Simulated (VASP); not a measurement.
A run of VASP 6.6.1 is set up as follows.

Contents of INCAR:

```
SYSTEM = YAlC6N6
  ALGO = Normal
  EDIFF = 1E-6
  ENCUT = 520
  GGA = PE
  ISIF = 2
  ISMEAR = 0
  LASPH = .TRUE.
  LCHARG = .FALSE.
  LREAL = .FALSE.
  LWAVE = .FALSE.
  NBANDS = 47
  NELM = 60
  PREC = Accurate
  SIGMA = 0.1
```

Contents of KPOINTS:

```
k-points
0
G
  4 4 4
  0 0 0
```

Contents of POSCAR:

```
YAlC6N6
1.0
    0.0000000000      5.6436350475      5.6436350475
    5.6436350475      0.0000000000      5.6436350475
    5.6436350475      5.6436350475      0.0000000000
Y Al C N
1 1 6 6
Direct
    0.0000000000      0.0000000000      0.0000000000
    0.5000000000      0.5000000000      0.5000000000
    0.7778600734      0.2221399266      0.2221399266
    0.2221399266      0.7778600734      0.2221399266
    0.2221399266      0.2221399266      0.7778600734
    0.2221399266      0.7778600734      0.7778600734
    0.7778600734      0.2221399266      0.7778600734
    0.7778600734      0.7778600734      0.2221399266
    0.6747150582      0.3252849418      0.3252849418
    0.3252849418      0.6747150582      0.3252849418
    0.3252849418      0.3252849418      0.6747150582
    0.3252849418      0.6747150582      0.6747150582
    0.6747150582      0.3252849418      0.6747150582
    0.6747150582      0.6747150582      0.3252849418
```

Potentials or basis: VASP PAW PBE potentials, release 64 (Y_sv, Al, C, N).

The run is started by

```sh
$ cat potpaw_PBE.64/Y_sv/POTCAR potpaw_PBE.64/Al/POTCAR potpaw_PBE.64/C/POTCAR potpaw_PBE.64/N/POTCAR > POTCAR
$ mpirun -np 1 vasp_std > vasp.out
```

**Question.** Estimate the largest force.

**Answer.** 0.423 eV/Å.

**Question.** Predict the band gap on the k mesh.

**Answer.** 4.49 eV.

**Question.** Predict the pressure.

**Answer.** 0.6 GPa.

Forces on the atoms (eV/Å):
```
Y    0.000  0.000  0.000
Al   0.000  0.000  0.000
C   -0.423  0.000  0.000
C    0.000 -0.423  0.000
C    0.000  0.000 -0.423
C    0.423  0.000  0.000
C    0.000  0.423  0.000
C    0.000  0.000  0.423
N    0.402  0.000  0.000
N    0.000  0.402  0.000
N    0.000  0.000  0.402
N   -0.402  0.000  0.000
N    0.000 -0.402  0.000
N    0.000  0.000 -0.402
```

A k mesh can miss the band edges.
